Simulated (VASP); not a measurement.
# Be2Se (F-43m) in VASP: notebook, part 2 of 2

VASP 6.6.1. Earlier steps stand in the parts before.

## Step 4: Relaxation of cell and atoms, PBE

INCAR

```
SYSTEM = Be2Se
PREC = Accurate
ENCUT = 600
EDIFF = 1E-6
ISMEAR = 0
SIGMA = 0.1
LREAL = .False.
LASPH = .True.
NELM = 60
ALGO = Normal
ISIF = 3
LWAVE = .False.
LCHARG = .False.
GGA = PE
IBRION = 2
NSW = 90
EDIFFG = -0.04
```

KPOINTS

```
regular mesh
0
Gamma
  6 6 6
  0 0 0
```

POSCAR

```
Be2Se
1.0
    0.0000000000      2.7043587900      2.7043587900
    2.7043587900      0.0000000000      2.7043587900
    2.7043587900      2.7043587900      0.0000000000
Be Se
2 1
Direct
    0.7500000000      0.7500000000      0.7500000000
    0.5000000000      0.5000000000      0.5000000000
    0.0000000000      0.0000000000      0.0000000000
```

Potentials or basis: VASP PAW PBE potentials, release 64 (Be, Se).

Launch:

```console
$ cat potpaw_PBE.64/Be/POTCAR potpaw_PBE.64/Se/POTCAR > POTCAR
$ mpirun -np 1 vasp_std > vasp.out
```

OUTCAR:

```text
SYSTEM = Be2Se
   PREC = Accurate
   ENCUT = 600
   EDIFF = 1E-6
   ISMEAR = 0
   LREAL = .False.
   LASPH = .True.
   NELM = 60
   ISIF = 3
   GGA = PE
   IBRION = 2
   NSW = 90
   EDIFFG = -0.04

 ion  position               nearest neighbor table
   1  0.750  0.750  0.750-   2 2.34   2 2.34   3 2.34   3 2.34   3 2.34   3 2.34   2 2.34   2 2.34

   2  0.500  0.500  0.500-   1 2.34   1 2.34   1 2.34   1 2.34
   3  0.000  0.000  0.000-   1 2.34   1 2.34   1 2.34   1 2.34

  LATTYP: Found a face centered cubic cell.
 ALAT       =     5.4087175800

  Lattice vectors:

 A1 = (   0.0000000000,   2.7043587900,   2.7043587900)
 A2 = (   2.7043587900,   0.0000000000,   2.7043587900)
 A3 = (   2.7043587900,   2.7043587900,   0.0000000000)

Analysis of symmetry for initial positions (statically):
=====================================================================
 Subroutine PRICEL returns:
 Original cell was already a primitive cell.

 Routine SETGRP: Setting up the symmetry group for a
 face centered cubic supercell.

 Subroutine GETGRP returns: Found 24 space group operations
 (whereof 24 operations were pure point group operations)
 out of a pool of 48 trial point group operations.

The static configuration has the point symmetry T_d .

Analysis of symmetry for dynamics (positions and initial velocities):
=====================================================================
 Subroutine PRICEL returns:
 Original cell was already a primitive cell.

 Routine SETGRP: Setting up the symmetry group for a
 face centered cubic supercell.

 Subroutine GETGRP returns: Found 24 space group operations
 (whereof 24 operations were pure point group operations)
 out of a pool of 48 trial point group operations.

The dynamic configuration has the point symmetry T_d .

 Subroutine INISYM returns: Found 24 space group operations
 (whereof 24 operations are pure point group operations),
 and found     1 'primitive' translations

----------------------------------------------------------------------------------------

                                     Primitive cell

  volume of cell :      39.5570

  direct lattice vectors                    reciprocal lattice vectors
[... 91 lines left out ...]
   NELECT =      10.0000    total number of electrons
   NUPDOWN=      -1.0000    fix difference up-down
   EMIN   =  10.00;   EMAX   =-10.00  energy-range for DOS
   EFERMI =   0.00;   METHOD = LEGACY
   ISMEAR =     0;   SIGMA  =   0.10  broadening in eV -4-tet -1-fermi 0-gaus
   EFERMI_NEDOS =   21; number of points for ismear=-14 and -15
   IALGO  =     38    algorithm
   IMIX   =      4    mixing-type and parameters
     AMIX     =   0.40;   BMIX     =  1.00
     AMIX_MAG =   1.60;   BMIX_MAG =  1.00
  volume/ion in A,a.u.               =      13.19        88.98
  Fermi-wavevector in a.u.,A,eV,Ry     =   1.035143  1.956137 14.578940  1.071522
  Thomas-Fermi vector in A             =   2.169473
   LORBIT       =      0    0 simple, 1 ext, 2 COOP (PROOUT), +10 PAW based schemes
   GGA     = PE    functional components
   LHFCALC =     F    Hartree Fock is set to
   AEXX    =    0.0000 exact exchange contribution
   IVDW    =     0    specifies the selected vdW correction
   LEPSILON=     F    determine dielectric tensor
   LRPA    =     F    only Hartree local field effects (RPA)
 conjugate gradient relaxation of ions
 non-spin polarized calculation
 Gauss-broadening in eV      SIGMA  =   0.10
  energy-cutoff  :      600.00
  volume of cell :       39.56
 maximum number of plane-waves:      1363
 NGX is ok and might be reduce to    32
   NGX = 15   NGY = 15   NGZ = 15

--------------------------------------- Ionic step        1  -------------------------------------------

 number of electron      10.0000000 magnetization

 number of electron       9.9999999 magnetization

 Free energy of the ion-electron system (eV)
  ---------------------------------------------------
  ext. energy  EPLUGINS =         0.00000000
  ---------------------------------------------------
  free energy    TOTEN  =        -9.43434572 eV

  energy without entropy =       -9.42479009  energy(sigma->0) =       -9.42956791

 E-fermi :   6.8174     XC(G=0): -10.1748

 val. band max:        6.7986431773   @ k =  -0.3333   0.3333   0.1667
 cond. band min:       6.9106671228   @ k =  -0.3333   0.3333   0.1667
 fundamental gap:      0.1120239455
 Fermi energy:         6.8173640081

 k-point     1 :       0.0000    0.0000    0.0000
  band No.  band energies     occupation
      1      -9.7416      2.00000
      2       3.1847      2.00000
      3       3.1847      2.00000
      4       3.1847      2.00000
      5       4.8620      2.00000
      6       7.5476      0.00000
      7       7.5476      0.00000
      8       7.5476      0.00000
      9      11.8053      0.00000
[... 251 lines left out ...]
--------------------------------------- Ionic step        3  -------------------------------------------

 number of electron      10.0000000 magnetization

 Free energy of the ion-electron system (eV)
  ---------------------------------------------------
  ext. energy  EPLUGINS =         0.00000000
  ---------------------------------------------------
  free energy    TOTEN  =        -9.47397047 eV

  energy without entropy =       -9.46163303  energy(sigma->0) =       -9.46780175

 E-fermi :   6.0851     XC(G=0):  -9.8884

 val. band max:        6.0542684498   @ k =  -0.3333   0.3333   0.1667
 cond. band min:       6.1322098522   @ k =  -0.3333   0.3333   0.1667
 fundamental gap:      0.0779414024
 Fermi energy:         6.0850855392

 k-point     1 :       0.0000    0.0000    0.0000
  band No.  band energies     occupation
      1      -9.9578      2.00000
      2       2.6023      2.00000
      3       2.6023      2.00000
      4       2.6023      2.00000
      5       3.7472      2.00000
      6       6.9203      0.00000
      7       6.9203      0.00000
      8       6.9203      0.00000
      9      10.9414      0.00000
[... 208 lines left out ...]
  FREE ENERGIE OF THE ION-ELECTRON SYSTEM (eV)
  ---------------------------------------------------
  free  energy   TOTEN  =        -9.4739704720 eV

  energy  without entropy=       -9.4616330316  energy(sigma->0) =       -9.46780175

 reached required accuracy - stopping structural energy minimisation
```

OSZICAR:

```text
N       E                     dE             d eps       ncg     rms          rms(c)
DAV:   1     0.223024298858E+02    0.22302E+02   -0.48273E+03   288   0.106E+03
DAV:   2    -0.844648411428E+01   -0.30749E+02   -0.29568E+02   385   0.148E+02
DAV:   3    -0.966842772644E+01   -0.12219E+01   -0.12147E+01   384   0.296E+01
[... 21 lines left out ...]
DAV:   2    -0.947474274950E+01    0.11072E-01   -0.37487E-02   306   0.106E+00    0.161E-01
DAV:   3    -0.947409227691E+01    0.65047E-03   -0.53601E-03   343   0.474E-01    0.127E-01
DAV:   4    -0.947399116868E+01    0.10111E-03   -0.20891E-04   324   0.929E-02    0.610E-02
DAV:   5    -0.947396967132E+01    0.21497E-04   -0.45979E-05   297   0.481E-02    0.128E-02
DAV:   6    -0.947397047198E+01   -0.80065E-06   -0.98956E-07   205   0.932E-03
   3 F= -.94739705E+01 E0= -.94678018E+01  d E =-.396247E-01
```

It took 13 s on 1 thread of Intel Xeon 6975P-C (Granite Rapids), shared host; peak memory 0.19 GiB.

What came out:

```
Free energy                           : -9.4740 eV
Relaxed volume                        : 14.20 Å³/atom
Relaxed cell                          : a = 3.920 Å, b = 3.920 Å, c = 3.920 Å, α = 60.00°, β = 60.00°, γ = 60.00°
Space group after relaxing (to 0.1 Å) : F-43m (No. 216)
Energy gained by relaxing             : 13.2 meV/atom
Ionic steps                           : 3
Pressure after relaxing               : -0.1 GPa
Band gap on the k mesh                : 0.08 eV
```

Step by step:
```tsv
step	energy change (eV)	largest force (eV/Å)	pressure (GPa)	volume (Å³)
1	0.0000	0.0000	4.63	39.56
2	-0.0375	0.0000	0.99	41.78
3	-0.0396	0.0000	-0.14	42.61
```

Final structure:
```
CELL_PARAMETERS angstrom
0.00000 2.77211 2.77211
2.77211 0.00000 2.77211
2.77211 2.77211 0.00000
ATOMIC_POSITIONS crystal
Be 0.75000 0.75000 0.75000
Be 0.50000 0.50000 0.50000
Se 0.00000 0.00000 0.00000
```

A k mesh can miss the band edges.

## Step 5: The runs side by side

| task | cell | cutoff (eV) | gap on the mesh (eV) | pressure (GPa) |
| --- | --- | --- | --- | --- |
| single point | a = 3.825 Å, angles 60.0°, 3 atoms | 520 | none | 4.6 |
| single point | a = 3.912 Å, angles 60.0°, 3 atoms | 520 | 0.07 | 0.2 |
| relaxation of cell and atoms | relaxed from a = 3.825 Å, angles 60.0°, 3 atoms | 600 | 0.08 | -0.1 |

Alike in all rows: level PBE; potentials or basis VASP PAW PBE potentials, release 64 (Be, Se); no spin polarisation; k mesh 6 × 6 × 6; smearing gaussian 0.1 eV.

Caveats: the cell stands under pressure (at least some runs); semilocal functionals underestimate gaps, and a narrow one can read as zero (at least some runs).

Total energies depend on the potentials used, so only differences within one code and one set of settings carry meaning.

The gap in the log of VASP goes by the Fermi energy; the results here count the filled bands.